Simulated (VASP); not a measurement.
# CuO (P-6m2) in VASP: a series of runs, part 2 of 2

VASP 6.6.1. The steps go on from the part before.

### 4 Single point, LDA+U, collinear spin, ferromagnetic start

File INCAR:

```
SYSTEM = CuO
ALGO = Normal
EDIFF = 1E-6
ENCUT = 520
GGA = CA
ISIF = 2
ISMEAR = 0
ISPIN = 2
LASPH = .True.
LCHARG = .False.
LDAU = .True.
LDAUJ = 0 0
LDAUL = 2 -1
LDAUPRINT = 1
LDAUTYPE = 2
LDAUU = 6 0
LMAXMIX = 4
LORBIT = 11
LREAL = .False.
LWAVE = .False.
MAGMOM = 0.44 0.67
NBANDS = 20
NELM = 150
PREC = Accurate
SIGMA = 0.05
```

File KPOINTS:

```
k-points
0
Gamma
  8 8 7
  0 0 0
```

File POSCAR:

```
CuO
1.0
    2.8363251100      0.0000000000      0.0000000000
   -1.4181625500      2.4563296000      0.0000000000
    0.0000000000      0.0000000000      2.7681127800
Cu O
1 1
Direct
    0.0000000000      0.0000000000      0.0000000000
    0.6666666667      0.3333333333      0.5000000000
```

On the command line:

```sh
> cat potpaw_LDA.64/Cu/POTCAR potpaw_LDA.64/O/POTCAR > POTCAR
> mpirun -np 1 vasp_std > vasp.out
```

It took 19 s on 1 thread of Intel Xeon Platinum 8375C at 2.90GHz (Ice Lake), shared host; peak memory 0.14 GiB.

Results (log left out):

* Free energy: -8.9873 eV
* Pressure: -18.1 GPa
* Band gap on the k mesh: zero (filled and empty bands overlap)
* Net moment: 1.00 μB per cell
* Site moments: Cu +0.44; O +0.50 μB
* Valence electrons inside the program's atomic spheres: Cu 9.92; O 4.84

Stress tensor (GPa, compression positive):
```
-13.71   0.00   0.00
  0.00 -13.71   0.00
  0.00   0.00 -26.92
```

Levels at points of the mesh, in eV from the Fermi level:
Spin up:
```csv
k point,band 7,band 8,band 9,band 10,band 11,band 12
"(0.00, 0.00, 0.00)",-2.50,-0.62,-0.62,1.68,14.99,17.09
"(0.50, 0.00, 0.00)",-2.45,-2.11,-0.36,6.55,9.12,15.21
```
Spin down:
```csv
k point,band 4,band 5,band 6,band 7,band 8,band 9,band 10,band 11,band 12,band 13
"(0.00, 0.00, 0.00)",-3.94,-1.71,-1.57,-1.57,0.23,0.23,1.97,15.12,17.22,17.22
"(0.50, 0.00, 0.00)",-3.55,-2.68,-1.95,-1.69,-1.38,0.93,6.73,9.65,15.37,17.93
```

Eigenvalues of the final occupation matrices:
```tsv
site	spin	trace	eigenvalues
site 1 d	1	4.90	0.97 0.97 0.97 0.99 0.99
site 1 d	2	4.44	0.79 0.79 0.95 0.95 0.97
```

Caveat: a cell with one magnetic atom can't hold antiferromagnetic order, which such compounds often take.

### 5 Single point, LDA+U, collinear spin, ferromagnetic start

File INCAR:

```
  PREC = Accurate
  ENCUT = 700
  EDIFF = 1E-6
  ISMEAR = 0
  SIGMA = 0.05
  LREAL = F
  LASPH = T
  NELM = 200
  ALGO = Normal
  ISIF = 2
  LWAVE = F
  LCHARG = F
  ISPIN = 2
  MAGMOM = 0.44 0.67
  LORBIT = 11
  LMAXMIX = 4
  LDAU = T
  LDAUTYPE = 2
  LDAUL = 2 -1
  LDAUU = 6 0
  LDAUJ = 0 0
  LDAUPRINT = 1
  GGA = CA
  NBANDS = 24
  GGA_COMPAT = F
```

File KPOINTS:

```
regular mesh
0
Gamma
  8 8 7
```

POSCAR is that of step 4.

Potentials or basis: VASP PAW LDA potentials, release 64 (Cu_sv_GW, O).

On the command line:

```sh
> cat potpaw_LDA.64/Cu_sv_GW/POTCAR potpaw_LDA.64/O/POTCAR > POTCAR
> mpirun -np 1 vasp_std > vasp.out
```

OUTCAR:

```text
PREC = Accurate
   ENCUT = 700
   EDIFF = 1E-6
   ISMEAR = 0
   LREAL = F
   LASPH = T
   NELM = 200
   ISIF = 2
   ISPIN = 2
   LORBIT = 11
   GGA = CA

 ion  position               nearest neighbor table
   1  0.000  0.000  0.000-   2 2.14   2 2.14   2 2.14   2 2.14   2 2.14   2 2.14
   2  0.667  0.333  0.500-   1 2.14   1 2.14   1 2.14   1 2.14   1 2.14   1 2.14

  LATTYP: Found a hexagonal cell.
 ALAT       =     2.8363251100
 C/A-ratio  =     0.9759504544

  Lattice vectors:

 A1 = (   2.8363251100,   0.0000000000,   0.0000000000)
[... 1549 lines left out ...]
 VOLUME and BASIS-vectors are now :
 -----------------------------------------------------------------------------
  energy-cutoff  :      700.00
  volume of cell :       19.29
      direct lattice vectors                 reciprocal lattice vectors
     2.836325110  0.000000000  0.000000000     0.352568892  0.203555744  0.000000000
    -1.418162550  2.456329600  0.000000000     0.000000000  0.407111489  0.000000000
     0.000000000  0.000000000  2.768112780     0.000000000  0.000000000  0.361256957

 POSITION                                       TOTAL-FORCE (eV/Angst)
 -----------------------------------------------------------------------------------
      0.00000      0.00000      0.00000        -0.000000      0.000000      0.000000
      1.41816      0.81878      1.38406         0.000000      0.000000      0.000000
 -----------------------------------------------------------------------------------
    total drift:                               -0.000000      0.000000      0.000000

  FREE ENERGIE OF THE ION-ELECTRON SYSTEM (eV)
  ---------------------------------------------------
  free  energy   TOTEN  =        -8.4705560208 eV

  energy  without entropy=       -8.4697270191  energy(sigma->0) =       -8.47014152

 total charge

# of ion       s       p       d       f       tot
--------------------------------------------------
    1        2.183   6.303   9.013   0.008  17.507
    2        1.567   3.291   0.000   0.000   4.858
--------------------------------------------------
tot          3.750   9.594   9.013   0.008  22.365

 magnetization (x)

# of ion       s       p       d       f       tot
--------------------------------------------------
    1       -0.007  -0.003   0.507   0.001   0.498
    2        0.006   0.465   0.000   0.000   0.471
--------------------------------------------------
tot         -0.001   0.462   0.507   0.001   0.968
```

Wall time 20 s (1 thread of Intel Xeon 6975P-C (Granite Rapids), shared host); peak memory 0.18 GiB.

Results:

```yaml
Free_energy: -8.4706 eV
Pressure: -18.1 GPa
Band_gap_on_the_k_mesh: zero (filled and empty bands overlap)
Net_moment: 1.00 μB per cell
Site_moments: Cu +0.50; O +0.47 μB
Valence_electrons_inside_the_program's_atomic_spheres: Cu 17.51; O 4.86
```

Eigenvalues of the final occupation matrices:
```tsv
site	spin	trace	eigenvalues
site 1 d	1	4.77	0.95 0.95 0.95 0.97 0.97
site 1 d	2	4.27	0.74 0.74 0.92 0.92 0.94
```

Caveat: a cell with one magnetic atom can't hold antiferromagnetic order, which such compounds often take. The state reached can hang on the start; a lower one may exist.

### 6 Single point, LDA+U, collinear spin, ferromagnetic start

File INCAR:

```
SYSTEM = CuO
ALGO = Normal
EDIFF = 1E-6
ENCUT = 700
GGA = CA
GGA_COMPAT = .False.
ISIF = 2
ISMEAR = 0
ISPIN = 2
LASPH = .True.
LCHARG = .False.
LDAU = .True.
LDAUJ = 0 0
LDAUL = 2 -1
LDAUPRINT = 1
LDAUTYPE = 2
LDAUU = 6 0
LMAXMIX = 4
LORBIT = 11
LREAL = .False.
LWAVE = .False.
MAGMOM = 0.44 0.67
NBANDS = 24
NELM = 200
PREC = Accurate
SIGMA = 0.05
```

File KPOINTS:

```
k-points
0
Gamma
  8 8 7
  0 0 0
```

POSCAR is that of step 5.

Potentials or basis: VASP PAW LDA potentials, release 64 (Cu_sv_GW, O).

On the command line:

```sh
> cat potpaw_LDA.64/Cu_sv_GW/POTCAR potpaw_LDA.64/O/POTCAR > POTCAR
> mpirun -np 1 vasp_std > vasp.out
```

OUTCAR:

```text
SYSTEM = CuO
   EDIFF = 1E-6
   ENCUT = 700
   GGA = CA
   ISIF = 2
   ISMEAR = 0
   ISPIN = 2
   LASPH = .True.
   LORBIT = 11
   LREAL = .False.
   NELM = 200
   PREC = Accurate

 ion  position               nearest neighbor table
   1  0.000  0.000  0.000-   2 2.14   2 2.14   2 2.14   2 2.14   2 2.14   2 2.14
   2  0.667  0.333  0.500-   1 2.14   1 2.14   1 2.14   1 2.14   1 2.14   1 2.14

  LATTYP: Found a hexagonal cell.
 ALAT       =     2.8363251100
 C/A-ratio  =     0.9759504544

  Lattice vectors:

 A1 = (   2.8363251100,   0.0000000000,   0.0000000000)
 A2 = (  -1.4181625500,   2.4563296000,   0.0000000000)
 A3 = (   0.0000000000,   0.0000000000,   2.7681127800)

Analysis of symmetry for initial positions (statically):
=====================================================================
 Subroutine PRICEL returns:
 Original cell was already a primitive cell.

 Routine SETGRP: Setting up the symmetry group for a
 hexagonal supercell.

 Subroutine GETGRP returns: Found 12 space group operations
 (whereof 12 operations were pure point group operations)
 out of a pool of 24 trial point group operations.

The static configuration has the point symmetry D_3h.

Analysis of symmetry for dynamics (positions and initial velocities):
=====================================================================
 Subroutine PRICEL returns:
 Original cell was already a primitive cell.

 Routine SETGRP: Setting up the symmetry group for a
 hexagonal supercell.

 Subroutine GETGRP returns: Found 12 space group operations
 (whereof 12 operations were pure point group operations)
 out of a pool of 24 trial point group operations.

[... 186 lines left out ...]
  o =  0.9679  v =  0.0000 -0.6081 -0.0000  0.7938  0.0000  0.0000  0.0000  0.0000  0.0000  0.0000      0.0000  0.0000  0.0000  0.0000  0.0000  0.0000  0.0000  0.0000  0.0000  0.0000
  o =  0.9679  v =  0.0000  0.7938  0.0000  0.6081 -0.0000  0.0000  0.0000  0.0000  0.0000  0.0000      0.0000  0.0000  0.0000  0.0000  0.0000  0.0000  0.0000  0.0000  0.0000  0.0000

 number of electron      25.0000026 magnetization       0.9998617

 Free energy of the ion-electron system (eV)
  ---------------------------------------------------
  ext. energy  EPLUGINS =         0.00000000
  ---------------------------------------------------
  free energy    TOTEN  =        -8.47055602 eV

  energy without entropy =       -8.46972702  energy(sigma->0) =       -8.47014152

 E-fermi :   4.8363     XC(G=0): -13.2319

 val. band max:        4.8235215999   @ k =   0.1250  -0.0000   0.0000
 cond. band min:       4.8846519792   @ k =   0.1250   0.1250   0.1429
 fundamental gap:      0.0611303792
 Fermi energy:         4.8362724445

 spin component 1

 k-point     1 :       0.0000    0.0000    0.0000
  band No.  band energies     occupation
      1    -104.7772      1.00000
      2     -62.9522      1.00000
      3     -62.6795      1.00000
      4     -62.6795      1.00000
      5     -14.0258      1.00000
      6       0.4261      1.00000
[... 1289 lines left out ...]
     23      38.9793      0.00000
     24      40.7729      0.00000

 [... further k-points ...]

------------------------ aborting loop because EDIFF is reached ----------------------------------------

  FORCE on cell =-STRESS in cart. coord.  units (eV):
  Direction    XX          YY          ZZ          XY          YZ          ZX
  --------------------------------------------------------------------------------------
  -------------------------------------------------------------------------------------
  Total       -1.6603967     -1.6603967     -3.2129265     -0.0000000      0.0000000      0.0000000
  in kB     -137.9418376   -137.9418378   -266.9223517     -0.0000003      0.0000000      0.0000000
  external PRESSURE =    -180.9353424 kB  Pullay stress =       0.0000000 kB

 VOLUME and BASIS-vectors are now :
 -----------------------------------------------------------------------------
  energy-cutoff  :      700.00
  volume of cell :       19.29
      direct lattice vectors                 reciprocal lattice vectors
     2.836325110  0.000000000  0.000000000     0.352568892  0.203555744  0.000000000
    -1.418162550  2.456329600  0.000000000     0.000000000  0.407111489  0.000000000
     0.000000000  0.000000000  2.768112780     0.000000000  0.000000000  0.361256957

 POSITION                                       TOTAL-FORCE (eV/Angst)
 -----------------------------------------------------------------------------------
      0.00000      0.00000      0.00000        -0.000000      0.000000      0.000000
      1.41816      0.81878      1.38406         0.000000      0.000000      0.000000
 -----------------------------------------------------------------------------------
    total drift:                               -0.000000      0.000000      0.000000

  FREE ENERGIE OF THE ION-ELECTRON SYSTEM (eV)
  ---------------------------------------------------
  free  energy   TOTEN  =        -8.4705560208 eV

  energy  without entropy=       -8.4697270191  energy(sigma->0) =       -8.47014152

 total charge

# of ion       s       p       d       f       tot
--------------------------------------------------
    1        2.183   6.303   9.013   0.008  17.507
    2        1.567   3.291   0.000   0.000   4.858
--------------------------------------------------
tot          3.750   9.594   9.013   0.008  22.365

 magnetization (x)

# of ion       s       p       d       f       tot
--------------------------------------------------
    1       -0.007  -0.003   0.507   0.001   0.498
    2        0.006   0.465   0.000   0.000   0.471
--------------------------------------------------
tot         -0.001   0.462   0.507   0.001   0.968
```

Wall time 19 s (1 thread of Intel Xeon 6975P-C (Granite Rapids), shared host); peak memory 0.17 GiB.

Results:

```
Free energy                                           : -8.4706 eV
Pressure                                              : -18.1 GPa
Band gap on the k mesh                                : zero (filled and empty bands overlap)
Net moment                                            : 1.00 μB per cell
Site moments                                          : Cu +0.50; O +0.47 μB
Valence electrons inside the program's atomic spheres : Cu 17.51; O 4.86
```

Stress tensor (GPa, compression positive):
```
-13.79   0.00   0.00
  0.00 -13.79   0.00
  0.00   0.00 -26.69
```

Levels at points of the mesh, in eV from the Fermi level:
Spin up:
```tsv
k point	band 10	band 11	band 12	band 13	band 14	band 15	band 16	band 17
(0.00, 0.00, 0.00)	-3.36	-2.57	-0.63	-0.63	1.50	15.16	16.97	16.97
(0.50, 0.00, 0.00)	-3.26	-2.41	-2.12	-0.38	6.36	8.99	15.36	17.48
```
Spin down:
```tsv
k point	band 8	band 9	band 10	band 11	band 12	band 13	band 14	band 15	band 16	band 17
(0.00, 0.00, 0.00)	-3.85	-1.84	-1.34	-1.34	0.18	0.18	1.78	15.28	17.08	17.08
(0.50, 0.00, 0.00)	-3.45	-2.63	-1.89	-1.46	-1.44	0.97	6.53	9.49	15.51	17.74
```

Eigenvalues of the final occupation matrices:
```tsv
site	spin	trace	eigenvalues
site 1 d	1	4.77	0.95 0.95 0.95 0.97 0.97
site 1 d	2	4.27	0.74 0.74 0.92 0.92 0.94
```

Caveat: a cell with one magnetic atom can't hold antiferromagnetic order, which such compounds often take. The state reached can hang on the start; a lower one may exist.

### 7 Single point, LDA+U, collinear spin, ferromagnetic start

File INCAR:

```
PREC = Accurate
ENCUT = 700
EDIFF = 1E-6
ISMEAR = 0
SIGMA = 0.05
LREAL = F
LASPH = T
NELM = 200
ALGO = Normal
ISIF = 2
LWAVE = F
LCHARG = F
ISPIN = 2
MAGMOM = 0.44 0.67
LORBIT = 11
LMAXMIX = 4
LDAU = T
LDAUTYPE = 2
LDAUL = 2 -1
LDAUU = 6 0
LDAUJ = 0 0
LDAUPRINT = 1
NBANDS = 24
GGA_COMPAT = F
```

File KPOINTS:

```
Automatic mesh
0
Gamma
  8 8 7
```

POSCAR is that of step 6.

On the command line:

```sh
> cat potpaw_LDA.64/Cu_sv_GW/POTCAR potpaw_LDA.64/O/POTCAR > POTCAR
> mpirun -np 1 vasp_std > vasp.out
```

It took 54 s on 1 thread of Intel Xeon Platinum 8375C at 2.90GHz (Ice Lake), shared host; peak memory 0.18 GiB.

It converged, with:

```
Free energy                                           : -8.4706 eV
Pressure                                              : -18.1 GPa
Band gap on the k mesh                                : zero (filled and empty bands overlap)
Net moment                                            : 1.00 μB per cell
Site moments                                          : Cu +0.50; O +0.47 μB
Valence electrons inside the program's atomic spheres : Cu 17.51; O 4.86
```

Stress tensor (GPa, compression positive):
```
-13.79   0.00   0.00
  0.00 -13.79   0.00
  0.00   0.00 -26.69
```

Levels at points of the mesh, in eV from the Fermi level:
Spin up:
```tsv
k point	band 9	band 10	band 11	band 12	band 13	band 14	band 15	band 16	band 17	band 18
(0.00, 0.00, 0.00)	-3.36	-3.36	-2.57	-0.63	-0.63	1.50	15.16	16.97	16.97	18.90
(0.50, 0.00, 0.00)	-3.46	-3.26	-2.41	-2.12	-0.38	6.36	8.99	15.36	17.48	17.78
```
Spin down:
```
           k point  band 9  band 10  band 11  band 12  band 13  band 14  band 15  band 16
(0.00, 0.00, 0.00)   -1.84    -1.34    -1.34     0.18     0.18     1.78    15.28    17.08
(0.50, 0.00, 0.00)   -2.63    -1.89    -1.46    -1.44     0.97     6.53     9.49    15.51
```

Eigenvalues of the final occupation matrices:
| site | spin | trace | eigenvalues |
| --- | --- | --- | --- |
| site 1 d | 1 | 4.77 | 0.95 0.95 0.95 0.97 0.97 |
| site 1 d | 2 | 4.27 | 0.74 0.74 0.92 0.92 0.94 |

Caveat: a cell with one magnetic atom can't hold antiferromagnetic order, which such compounds often take. The state reached can hang on the start; a lower one may exist.
